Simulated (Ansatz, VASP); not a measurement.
Two plane-wave programs on SnO

INCAR

```
PREC = Accurate
ENCUT = 520
EDIFF = 1E-6
ISMEAR = 0
SIGMA = 0.15
LREAL = F
LASPH = T
NELM = 100
ALGO = Normal
ISIF = 2
LWAVE = F
LCHARG = F
GGA = PE
NBANDS = 28
```

KPOINTS

```
regular mesh
0
Gamma
  12 12 10
```

File POSCAR:

```
SnO
1.0
    3.8020000000      0.0570300000      0.0000000000
    0.0570300000      3.8020000000      0.0000000000
    0.0000000000      0.0000000000      4.8360000000
Sn O
2 2
Direct
    0.0000000000      0.5000000000      0.2385000000
    0.5000000000      0.0000000000      0.7615000000
    0.0000000000      0.0000000000      0.0000000000
    0.5000000000      0.5000000000      0.0000000000
```

Input for Ansatz:

```yaml
crystal:
  lattice:
    - [3.802, 0.05703, 0.0]
    - [0.05703, 3.802, 0.0]
    - [0.0, 0.0, 4.836]
  atoms:
    - { symbol: Sn, position: [0.0, 0.5, 0.2385] }
    - { symbol: Sn, position: [0.5, 0.0, 0.7615] }
    - { symbol: O, position: [0.0, 0.0, 0.0] }
    - { symbol: O, position: [0.5, 0.5, 0.0] }
basis:
  ecutwfc: 420
kpoints:
  mp_grid: { grid: [12, 12, 10] }
hamiltonian:
  xc: pbe
scf:
  occupations: { method: gaussian, width: 0.15 }
output:
  forces: true
  stress: true
  eigenvalues: true
```

Change from the starting cell: strain +0.0300 x Voigt [0, 0, 0, 0, 0, 1], atoms carried along.

Alike in both runs: task single point; functional PBE; k mesh 12 × 12 × 10; occupations gaussian, width 0.15 eV; no spin polarisation.

|  | VASP | Ansatz |
| --- | --- | --- |
| version | VASP 6.6.1 | Ansatz 0.2.0 |
| potentials or method | VASP PAW PBE potentials, release 64 (Sn_d, O), cutoff 520 eV | scalar-relativistic, plane waves, PAW |
| valence electrons in the cell | 40 | 40 |

```csv
,VASP,Ansatz,Ansatz less VASP
gap on the k mesh at the Fermi level (eV),none,none,-
pressure (GPa),4.5,4.2,-0.24
"traceless stress, the component that is largest in VASP (GPa)",-2.50,-2.51,-0.011
rms of the force components (eV/Å),0.179,0.144,-0.0350
```

Atom by atom the forces differ by 0.035 eV/Å (rms over components). A gap of «none» marks a metal or a gap that the smearing closes.
